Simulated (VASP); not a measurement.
# Ga3As2P (P6_3mc) in VASP: further runs

The runs below take Ga3As2P through single point, relaxation of cell and atoms, with PBE.

Program: VASP 6.6.1. These are calculated values, not measurements. Logs are shortened: lines on timing, memory, paths and dates and some standing lists are left out, and cuts for length are marked.

**1. The cell of the first run**

It takes space group P6_3mc (No. 186, hexagonal). Conventional cell: a = 3.863 Å, b = 3.863 Å, c = 19.103 Å, α = 90.00°, β = 90.00°, γ = 120.00°. Ga (site symmetry 3m) has 4 As at 2.37 to 2.38 Å within 3.1 Å. Within 3.1 Å of Ga (site symmetry 3m) lie 3 P at 2.37 Å and 1 As at 2.38 Å. Ga (site symmetry 3m) has 3 As at 2.37 Å and 1 P at 2.38 Å within 3.1 Å. Within 3.1 Å of P (site symmetry 3m) lie 4 Ga at 2.37 to 2.38 Å. As (site symmetry 3m) has 4 Ga at 2.37 to 2.38 Å within 3.1 Å. Within 3.1 Å of As (site symmetry 3m) lie 4 Ga at 2.37 to 2.38 Å.

**2. Single point, PBE**

INCAR reads:

```
ALGO = Normal ; EDIFF = 1E-6
ENCUT = 520 ; GGA = PE
ISIF = 2 ; ISMEAR = 0
LASPH = True ; LCHARG = True
LELF = True ; LREAL = False
LVHAR = True ; LWAVE = False
NBANDS = 66 ; NELM = 80
PREC = Accurate ; SIGMA = 0.1
```

KPOINTS reads:

```
k-points
0
Gamma
  6 6 1
```

POSCAR reads:

```
Ga3As2P
1.0
    3.8627483300      0.0000000000      0.0000000000
   -1.9313741600      3.3452381800      0.0000000000
    0.0000000000      0.0000000000     19.1027976000
Ga P As
6 2 4
Direct
    0.6666666700      0.3333333300      0.1666848300
    0.6666666700      0.3333333300      0.5000181600
    0.6666666700      0.3333333300      0.8333514900
    0.3333333300      0.6666666700      0.0000181600
    0.3333333300      0.6666666700      0.3333514900
    0.3333333300      0.6666666700      0.6666848300
    0.6666666700      0.3333333300      0.9579818400
    0.3333333300      0.6666666700      0.4579818400
    0.6666666700      0.3333333300      0.2913151800
    0.6666666700      0.3333333300      0.6246485100
    0.3333333300      0.6666666700      0.1246485100
    0.3333333300      0.6666666700      0.7913151800
```

Potentials or basis: VASP PAW PBE potentials, release 64 (Ga_d, P, As).

Command:

```
$ cat potpaw_PBE.64/Ga_d/POTCAR potpaw_PBE.64/P/POTCAR potpaw_PBE.64/As/POTCAR > POTCAR
$ mpirun -np 1 vasp_std > vasp.out
```

OUTCAR:

```text
EDIFF = 1E-6
   ENCUT = 520
   GGA = PE
   ISIF = 2
   ISMEAR = 0
   LASPH = True
   LREAL = False
   NELM = 80
   PREC = Accurate

 ion  position               nearest neighbor table
   1  0.667  0.333  0.167-  11 2.37  11 2.37  11 2.37   9 2.38
   2  0.667  0.333  0.500-   8 2.37   8 2.37   8 2.37  10 2.38
   3  0.667  0.333  0.833-  12 2.37  12 2.37  12 2.37   7 2.38
   4  0.333  0.667  0.000-   7 2.37   7 2.37   7 2.37  11 2.38
   5  0.333  0.667  0.333-   9 2.37   9 2.37   9 2.37   8 2.38
   6  0.333  0.667  0.667-  10 2.37  10 2.37  10 2.37  12 2.38
   7  0.667  0.333  0.958-   4 2.37   4 2.37   4 2.37   3 2.38
   8  0.333  0.667  0.458-   2 2.37   2 2.37   2 2.37   5 2.38
   9  0.667  0.333  0.291-   5 2.37   5 2.37   5 2.37   1 2.38
  10  0.667  0.333  0.625-   6 2.37   6 2.37   6 2.37   2 2.38
  11  0.333  0.667  0.125-   1 2.37   1 2.37   1 2.37   4 2.38
  12  0.333  0.667  0.791-   3 2.37   3 2.37   3 2.37   6 2.38

  LATTYP: Found a hexagonal cell.
 ALAT       =     3.8627483300
 C/A-ratio  =     4.9453901647

  Lattice vectors:

 A1 = (   3.8627483300,   0.0000000000,   0.0000000000)
 A2 = (  -1.9313741600,   3.3452381800,   0.0000000000)
 A3 = (   0.0000000000,   0.0000000000,  19.1027976000)

Analysis of symmetry for initial positions (statically):
=====================================================================
 Subroutine PRICEL returns:
 Original cell was already a primitive cell.

 Routine SETGRP: Setting up the symmetry group for a
 hexagonal supercell.

 Subroutine GETGRP returns: Found 12 space group operations
 (whereof  6 operations were pure point group operations)
 out of a pool of 24 trial point group operations.

The static configuration has the point symmetry C_3v.
 The point group associated with its full space group is C_6v.

Analysis of symmetry for dynamics (positions and initial velocities):
=====================================================================
 Subroutine PRICEL returns:
 Original cell was already a primitive cell.

 Routine SETGRP: Setting up the symmetry group for a
 hexagonal supercell.

 Subroutine GETGRP returns: Found 12 space group operations
 (whereof  6 operations were pure point group operations)
 out of a pool of 24 trial point group operations.

The dynamic configuration has the point symmetry C_3v.
 The point group associated with its full space group is C_6v.

 Subroutine INISYM returns: Found 12 space group operations
 (whereof  6 operations are pure point group operations),
 and found     1 'primitive' translations

----------------------------------------------------------------------------------------

                                     Primitive cell

  volume of cell :     246.8428

  direct lattice vectors                    reciprocal lattice vectors
     3.862748330  0.000000000  0.000000000     0.258883032  0.149466188  0.000000000
    -1.931374160  3.345238180  0.000000000     0.000000000  0.298932377  0.000000000
     0.000000000  0.000000000 19.102797600     0.000000000  0.000000000  0.052348353

  length of vectors
     3.862748330  3.862748326 19.102797600     0.298932376  0.298932377  0.052348353

  position of ions in fractional coordinates (direct lattice)
     0.666666670  0.333333330  0.166684830
     0.666666670  0.333333330  0.500018160
     0.666666670  0.333333330  0.833351490
     0.333333330  0.666666670  0.000018160
     0.333333330  0.666666670  0.333351490
     0.333333330  0.666666670  0.666684830
     0.666666670  0.333333330  0.957981840
     0.333333330  0.666666670  0.457981840
     0.666666670  0.333333330  0.291315180
     0.666666670  0.333333330  0.624648510
     0.333333330  0.666666670  0.124648510
     0.333333330  0.666666670  0.791315180

  ion indices of the primitive-cell ions
   primitive index   ion index
                 1           1
                 2           2
                 3           3
                 4           4
                 5           5
                 6           6
                 7           7
                 8           8
                 9           9
                10          10
                11          11
                12          12

----------------------------------------------------------------------------------------

 KPOINTS: k-points

Automatic generation of k-mesh.
 Grid dimensions read from file:
 generate k-points for:    6    6    1

 Generating k-lattice:

  Cartesian coordinates                     Fractional coordinates (reciprocal lattice)
     0.043147172  0.024911031  0.000000000     0.166666667 -0.000000000  0.000000000
     0.000000000  0.049822063  0.000000000     0.000000000  0.166666667  0.000000000
     0.000000000  0.000000000  0.052348353     0.000000000  0.000000000  1.000000000

  Length of vectors
     0.049822063  0.049822063  0.052348353

  Shift w.r.t. Gamma in fractional coordinates (k-lattice)
     0.000000000  0.000000000  0.000000000

[... 34 lines left out ...]
   EDIFFG = 0.1E-04   stopping-criterion for IOM
   NSW    =      0    number of steps for IOM
   IBRION =     -1    ionic relax: 0-MD 1-quasi-New 2-CG
   NFREE  =      0    steps in history (QN), initial steepest desc. (CG)
   ISIF   =      2    stress and relaxation
   ISYM   =      2    0-nonsym 1-usesym 2-fastsym
   POTIM  = 0.5000    time-step for ionic-motion
   TEBEG  =    0.0;   TEEND  =   0.0 temperature during run
   PSTRESS=    0.0 pullay stress
   NELECT =     108.0000    total number of electrons
   NUPDOWN=      -1.0000    fix difference up-down
   EMIN   =  10.00;   EMAX   =-10.00  energy-range for DOS
   EFERMI =   0.00;   METHOD = LEGACY
   ISMEAR =     0;   SIGMA  =   0.10  broadening in eV -4-tet -1-fermi 0-gaus
   EFERMI_NEDOS =   21; number of points for ismear=-14 and -15
   IALGO  =     38    algorithm
   IMIX   =      4    mixing-type and parameters
     AMIX     =   0.40;   BMIX     =  1.00
     AMIX_MAG =   1.60;   BMIX_MAG =  1.00
  volume/ion in A,a.u.               =      20.57       138.81
  Fermi-wavevector in a.u.,A,eV,Ry     =   1.242823  2.348595 21.015680  1.544609
  Thomas-Fermi vector in A             =   2.377161
   LORBIT       =      0    0 simple, 1 ext, 2 COOP (PROOUT), +10 PAW based schemes
   GGA     = PE    functional components
   LHFCALC =     F    Hartree Fock is set to
   AEXX    =    0.0000 exact exchange contribution
   IVDW    =     0    specifies the selected vdW correction
   LEPSILON=     F    determine dielectric tensor
   LRPA    =     F    only Hartree local field effects (RPA)
 non-spin polarized calculation
 Gauss-broadening in eV      SIGMA  =   0.10
  energy-cutoff  :      520.00
  volume of cell :      246.84
 maximum number of plane-waves:      6669
 NGX is ok and might be reduce to    30
   NGX = 15   NGY = 15   NGZ = 71

 number of electron     108.0000017 magnetization

 Free energy of the ion-electron system (eV)
  ---------------------------------------------------
  ext. energy  EPLUGINS =         0.00000000
  ---------------------------------------------------
  free energy    TOTEN  =       -50.28906193 eV

  energy without entropy =      -50.28906193  energy(sigma->0) =      -50.28906193

 E-fermi :   5.3304     XC(G=0):  -9.9233

 val. band max:        4.8624345185   @ k =   0.0000   0.0000   0.0000
 cond. band min:       5.9142154107   @ k =   0.0000   0.0000   0.0000
 fundamental gap:      1.0517808922
 Fermi energy:         5.3303894801

 k-point     1 :       0.0000    0.0000    0.0000
  band No.  band energies     occupation
      1     -10.2594      2.00000
      2     -10.2563      2.00000
      3     -10.1677      2.00000
      4     -10.1677      2.00000
      5     -10.1677      2.00000
      6     -10.1677      2.00000
[... 58 lines left out ...]
     65       8.7780      0.00000
     66       8.8314      0.00000

 k-point     2 :       0.1667    0.0000    0.0000
  band No.  band energies     occupation
      1     -10.2692      2.00000
      2     -10.2666      2.00000
      3     -10.2050      2.00000
      4     -10.2013      2.00000
      5     -10.1582      2.00000
      6     -10.1582      2.00000
[... 403 lines left out ...]
     65      11.0531      0.00000
     66      11.0823      0.00000

------------------------ aborting loop because EDIFF is reached ----------------------------------------

  FORCE on cell =-STRESS in cart. coord.  units (eV):
  Direction    XX          YY          ZZ          XY          YZ          ZX
  --------------------------------------------------------------------------------------
  -------------------------------------------------------------------------------------
  Total       13.1014107     13.1014107     13.0246672      0.0000000     -0.0000000      0.0000000
  in kB       85.0370552     85.0370551     84.5389376      0.0000001     -0.0000000      0.0000000
  external PRESSURE =      84.8710160 kB  Pullay stress =       0.0000000 kB

 VOLUME and BASIS-vectors are now :
 -----------------------------------------------------------------------------
  energy-cutoff  :      520.00
  volume of cell :      246.84
      direct lattice vectors                 reciprocal lattice vectors
     3.862748330  0.000000000  0.000000000     0.258883032  0.149466188  0.000000000
    -1.931374160  3.345238180  0.000000000     0.000000000  0.298932377  0.000000000
     0.000000000  0.000000000 19.102797600     0.000000000  0.000000000  0.052348353

 POSITION                                       TOTAL-FORCE (eV/Angst)
 -----------------------------------------------------------------------------------
      1.93137      1.11508      3.18415         0.000000     -0.000000      0.019599
      1.93137      1.11508      9.55175         0.000000     -0.000000     -0.725057
      1.93137      1.11508     15.91934        -0.000000      0.000000      0.786960
     -0.00000      2.23016      0.00035        -0.000000      0.000000     -0.725057
     -0.00000      2.23016      6.36795         0.000000     -0.000000      0.786960
     -0.00000      2.23016     12.73555        -0.000000      0.000000      0.019599
      1.93137      1.11508     18.30013         0.000000     -0.000000     -0.046277
     -0.00000      2.23016      8.74873        -0.000000      0.000000     -0.046277
      1.93137      1.11508      5.56493         0.000000     -0.000000      0.042730
      1.93137      1.11508     11.93253         0.000000     -0.000000     -0.077955
     -0.00000      2.23016      2.38114         0.000000      0.000000     -0.077955
     -0.00000      2.23016     15.11633        -0.000000     -0.000000      0.042730
 -----------------------------------------------------------------------------------
    total drift:                                0.000002     -0.000005     -0.002939

  FREE ENERGIE OF THE ION-ELECTRON SYSTEM (eV)
  ---------------------------------------------------
  free  energy   TOTEN  =       -50.2890619263 eV

  energy  without entropy=      -50.2890619263  energy(sigma->0) =      -50.28906193
```

Run time: 2.7 min. Hardware: 1 thread of Intel Xeon Platinum 8559C (Emerald Rapids), shared host; peak memory 0.4 GiB.

What came out:

| Item | Value |
| --- | --- |
| Free energy | -50.2891 eV |
| Pressure | 8.5 GPa |
| Largest force | 0.787 eV/Å |
| Band gap on the k mesh | 1.05 eV |

Forces on the atoms (eV/Å):
```
Ga   0.000  0.000  0.020
Ga   0.000  0.000 -0.725
Ga   0.000  0.000  0.787
Ga   0.000  0.000 -0.725
Ga   0.000  0.000  0.787
Ga   0.000  0.000  0.020
P    0.000  0.000 -0.046
P    0.000  0.000 -0.046
As   0.000  0.000  0.043
As   0.000  0.000 -0.078
As   0.000  0.000 -0.078
As   0.000  0.000  0.043
```

Caveat: the cell stands under pressure.

**3. Single point, PBE**

This run uses another cell than the first one, of 22.71 Å³/atom.

INCAR reads:

```
SYSTEM = Ga3As2P
PREC = Accurate
ENCUT = 520
EDIFF = 1E-6
ISMEAR = 0
SIGMA = 0.1
LREAL = .FALSE.
LASPH = .TRUE.
NELM = 60
ALGO = Normal
ISIF = 2
LWAVE = .FALSE.
LCHARG = .TRUE.
GGA = PE
LELF = .TRUE.
LVHAR = .TRUE.
NBANDS = 66
```

KPOINTS reads:

```
Automatic mesh
0
G
  6 6 1
  0 0 0
```

POSCAR reads:

```
Ga3As2P
1.0
    3.9925525126     -0.0000000030      0.0000000000
   -1.9962762537      3.4576519033      0.0000000000
    0.0000000000      0.0000000000     19.7378181072
Ga P As
6 2 4
Direct
    0.6666666667      0.3333333333      0.1666949319
    0.6666666667      0.3333333333      0.4967638360
    0.6666666667      0.3333333333      0.8366228382
    0.3333333333      0.6666666667     -0.0032361640
    0.3333333333      0.6666666667      0.3366228382
    0.3333333333      0.6666666667      0.6666949319
    0.6666666667      0.3333333333      0.9581532614
    0.3333333333      0.6666666667      0.4581532614
    0.6666666667      0.3333333333      0.2927064380
    0.6666666667      0.3333333333      0.6230587044
    0.3333333333      0.6666666667      0.1230587044
    0.3333333333      0.6666666667      0.7927064380
```

Potentials or basis: VASP PAW PBE potentials, release 64 (Ga_d, P, As).

Command:

```
$ cat potpaw_PBE.64/Ga_d/POTCAR potpaw_PBE.64/P/POTCAR potpaw_PBE.64/As/POTCAR > POTCAR
$ mpirun -np 1 vasp_std > vasp.out
```

Wall time 2.8 min (1 thread of Intel Xeon Platinum 8559C (Emerald Rapids), shared host); peak memory 0.39 GiB.

Results (log left out):

| Property | Result |
| --- | --- |
| Free energy | -51.0170 eV |
| Pressure | 0.1 GPa |
| Largest force | 0.015 eV/Å |
| Band gap on the k mesh | 0.54 eV |

Forces on the atoms (eV/Å):
```
Ga   0.000  0.000 -0.001
Ga   0.000  0.000 -0.013
Ga   0.000  0.000  0.015
Ga   0.000  0.000 -0.013
Ga   0.000  0.000  0.015
Ga   0.000  0.000 -0.001
P    0.000  0.000 -0.004
P    0.000  0.000 -0.004
As   0.000  0.000  0.002
As   0.000  0.000  0.000
As   0.000  0.000  0.000
As   0.000  0.000  0.002
```

Levels at points of the mesh, in eV from the valence-band top:
| k point | band 50 | band 51 | band 52 | band 53 | band 54 | band 55 | band 56 | band 57 | band 58 | band 59 |
| --- | --- | --- | --- | --- | --- | --- | --- | --- | --- | --- |
| (0.00, 0.00, 0.00) | -0.26 | -0.23 | -0.23 | 0.00 | 0.00 | 0.54 | 0.70 | 0.92 | 1.27 | 1.71 |
| (0.50, 0.00, 0.00) | -1.91 | -1.78 | -1.73 | -1.55 | -1.19 | 1.05 | 1.16 | 1.36 | 1.39 | 1.67 |

Caveat: semilocal functionals underestimate gaps, and a narrow one can read as zero.

**4. Relaxation of cell and atoms, PBE**

INCAR reads:

```
PREC     = Accurate       # precision mode
ENCUT    = 600            # plane-wave cutoff, eV
EDIFF    = 1E-6           # SCF threshold, eV
ISMEAR   = 0              # smearing method
SIGMA    = 0.1            # smearing width, eV
LREAL    = F              # projectors in reciprocal space
LASPH    = T              # aspherical terms in the spheres
NELM     = 100            # most SCF steps
ALGO     = Normal         # electronic algorithm
ISIF     = 3              # what is computed and relaxed
LWAVE    = F              # write WAVECAR
LCHARG   = F              # write CHGCAR
GGA      = PE             # functional
IBRION   = 2              # ionic algorithm
NSW      = 90             # ionic steps
EDIFFG   = -0.04          # ionic threshold
```

KPOINTS reads:

```
regular mesh
0
Gamma
  6 6 1
```

POSCAR reads:

```
Ga3As2P
1.0
    3.8627483300      0.0000000000      0.0000000000
   -1.9313741600      3.3452381800      0.0000000000
    0.0000000000      0.0000000000     19.1027976000
Ga P As
6 2 4
Direct
    0.6666666700      0.3333333300      0.1666848300
    0.6666666700      0.3333333300      0.5000181600
    0.6666666700      0.3333333300      0.8333514900
    0.3333333300      0.6666666700      0.0000181600
    0.3333333300      0.6666666700      0.3333514900
    0.3333333300      0.6666666700      0.6666848300
    0.6666666700      0.3333333300      0.9579818400
    0.3333333300      0.6666666700      0.4579818400
    0.6666666700      0.3333333300      0.2913151800
    0.6666666700      0.3333333300      0.6246485100
    0.3333333300      0.6666666700      0.1246485100
    0.3333333300      0.6666666700      0.7913151800
```

Command:

```
$ cat potpaw_PBE.64/Ga_d/POTCAR potpaw_PBE.64/P/POTCAR potpaw_PBE.64/As/POTCAR > POTCAR
$ mpirun -np 1 vasp_std > vasp.out
```

Run time: 11 min. Hardware: 1 thread of Intel Xeon Platinum 8559C (Emerald Rapids), shared host; peak memory 0.51 GiB.

Results (log left out):

```yaml
Free_energy: -51.0132 eV
Relaxed_volume: 22.75 Å³/atom
Relaxed_cell: a = 3.996 Å, b = 3.996 Å, c = 19.746 Å, α = 90.00°, β = 90.00°, γ = 120.00°
Space_group_after_relaxing_to_0.1_Å: P6_3mc (No. 186)
Energy_gained_by_relaxing: 60.4 meV/atom
Ionic_steps: 6
Pressure_after_relaxing: 0.0 GPa
Largest_force_after_relaxing: 0.019 eV/Å
Band_gap_on_the_k_mesh: 0.52 eV
```

Forces in eV/Å, atoms in the order of the input:
```
Ga   0.000  0.000  0.000
Ga   0.000  0.000  0.010
Ga   0.000  0.000 -0.006
Ga   0.000  0.000  0.010
Ga   0.000  0.000 -0.006
Ga   0.000  0.000  0.000
P    0.000  0.000  0.003
P    0.000  0.000  0.003
As   0.000  0.000  0.011
As   0.000  0.000 -0.019
As   0.000  0.000 -0.019
As   0.000  0.000  0.011
```

The path:
```
step  energy change (eV)  largest force (eV/Å)  pressure (GPa)  volume (Å³)
   1              0.0000                0.7875            8.48       246.84
   2             -0.5585                0.2112           -2.99       287.82
   3             -0.6905                0.3281           -0.17       274.01
   4             -0.7097                0.1856           -0.09       273.54
   5             -0.7222                0.1525            0.06       272.74
   6             -0.7249                0.0191           -0.01       273.06
```

Final structure:
```yaml
crystal:
  lattice:
    - [3.99595, 0.00000, 0.00000]
    - [-1.99798, 3.46060, 0.00000]
    - [0.00000, 0.00000, 19.74625]
  atoms:
    - { symbol: Ga, position: [0.66667, 0.33333, 0.16669] }
    - { symbol: Ga, position: [0.66667, 0.33333, 0.49667] }
    - { symbol: Ga, position: [0.66667, 0.33333, 0.83668] }
    - { symbol: Ga, position: [0.33333, 0.66667, 0.99667] }
    - { symbol: Ga, position: [0.33333, 0.66667, 0.33668] }
    - { symbol: Ga, position: [0.33333, 0.66667, 0.66669] }
    - { symbol: P, position: [0.66667, 0.33333, 0.95813] }
    - { symbol: P, position: [0.33333, 0.66667, 0.45813] }
    - { symbol: As, position: [0.66667, 0.33333, 0.29271] }
    - { symbol: As, position: [0.66667, 0.33333, 0.62312] }
    - { symbol: As, position: [0.33333, 0.66667, 0.12312] }
    - { symbol: As, position: [0.33333, 0.66667, 0.79271] }
```

Levels at points of the mesh, in eV from the valence-band top:
```tsv
k point	band 51	band 52	band 53	band 54	band 55	band 56	band 57	band 58
(0.00, 0.00, 0.00)	-0.23	-0.23	0.00	0.00	0.52	0.69	0.91	1.26
(0.50, 0.00, 0.00)	-1.78	-1.72	-1.54	-1.19	1.04	1.16	1.36	1.38
```

Caveat: semilocal functionals underestimate gaps, and a narrow one can read as zero.

**5. Summary**

| task | cell | cutoff (eV) | gap on the mesh (eV) | pressure (GPa) | largest force (eV/Å) |
| --- | --- | --- | --- | --- | --- |
| single point | a = 3.863, b = 3.863, c = 19.103 Å, angles 90.0, 90.0, 120.0°, 12 atoms, atomic positions A | 520 | 1.05 | 8.5 | 0.79 |
| single point | a = 3.993, b = 3.993, c = 19.738 Å, angles 90.0, 90.0, 120.0°, 12 atoms, atomic positions B | 520 | 0.54 | 0.1 | 0.01 |
| relaxation of cell and atoms | relaxed from a = 3.863, b = 3.863, c = 19.103 Å, angles 90.0, 90.0, 120.0°, 12 atoms, atomic positions A | 600 | 0.52 | 0.0 | 0.02 |

Alike in all rows: level PBE; potentials or basis VASP PAW PBE potentials, release 64 (Ga_d, P, As); no spin polarisation; k mesh 6 × 6 × 1; smearing gaussian 0.1 eV.

Caveats: semilocal functionals underestimate gaps, and a narrow one can read as zero (at least some runs); the cell stands under pressure (at least some runs).

Absolute energies hang on the potentials; compare differences alone.
